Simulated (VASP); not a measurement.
Here is a VASP 6.6.1 calculation.

Contents of INCAR:

```
SYSTEM = Cd6HS6
PREC     = Accurate       ! precision mode
ENCUT    = 520            ! plane-wave cutoff, eV
EDIFF    = 1E-6           ! SCF threshold, eV
ISMEAR   = 0              ! smearing method
SIGMA    = 0.02           ! smearing width, eV
LREAL    = .False.        ! projectors in reciprocal space
LASPH    = .True.         ! aspherical terms in the spheres
NELM     = 150            ! most SCF steps
ALGO     = Fast           ! electronic algorithm
ISIF     = 2              ! what is computed and relaxed
LWAVE    = .False.        ! write WAVECAR
LCHARG   = .False.        ! write CHGCAR
ISPIN    = 2              ! spin polarisation
MAGMOM   = 0 0 0 0 0 0 0 0 0.13 0 0 0 0.34 ! initial moments
LORBIT   = 11             ! projections on sites
GGA      = PE             ! functional
NBANDS   = 70             ! bands
```

File KPOINTS:

```
regular mesh
0
Gamma
  2 2 2
  0 0 0
```

Contents of POSCAR:

```
Cd6HS6
1.0
    0.0000000000      0.0000000000     -6.8307328146
   -6.2959774550      3.6349842784      0.0000000000
    6.2959774549      3.6349842785      0.0000000000
Cd S H
6 6 1
Direct
    0.5005776236      0.0010142611      0.3348537665
    0.4995444988      0.6665467739      0.6657704052
    0.5052866352      0.3355135090      0.0002442017
    0.9987680949      0.3116298483      0.3132721667
    0.9987071937     -0.0016845033      0.6865441365
    0.9984028339      0.6861109964     -0.0000469562
    0.1257482943     -0.0026097477      0.3496794744
    0.1246466555      0.6480660390      0.6502842807
    0.1300826755      0.3505217990     -0.0005018532
    0.6220184738      0.3334724128      0.3332743499
    0.6223453787      0.0003404715      0.6676613172
    0.6230773645      0.6699809682      0.0001215174
    0.9626043323      0.0384435975      0.0058195925
```

Potentials or basis: VASP PAW PBE potentials, release 64 (Cd, S, H).

The run is started by

```sh
$ cat potpaw_PBE.64/Cd/POTCAR potpaw_PBE.64/S/POTCAR potpaw_PBE.64/H/POTCAR > POTCAR
$ mpirun -np 1 vasp_std > vasp.out
```

What does it give for the net moment?

0.75 μB per cell.

Predict the site moments.

Cd +0.00, +0.01 (each value once); S +0.05, +0.04, +0.10, +0.01 (each value once); H +0.18 μB.

What does it give for the pressure?

0.6 GPa.

Forces in eV/Å, atoms in the order of the input:
```
Cd   0.000  0.001  0.002
Cd   0.000  0.000  0.002
Cd   0.001  0.002 -0.004
Cd   0.007 -0.003  0.003
Cd   0.009  0.002  0.005
Cd  -0.002  0.006  0.002
S    0.006 -0.002 -0.001
S    0.002 -0.010 -0.005
S   -0.008  0.003 -0.005
S    0.002  0.004 -0.001
S   -0.005 -0.004 -0.001
S    0.006 -0.002  0.000
H   -0.018  0.002  0.003
```

Caveat: the k points lie up to 0.50 Å⁻¹ apart.
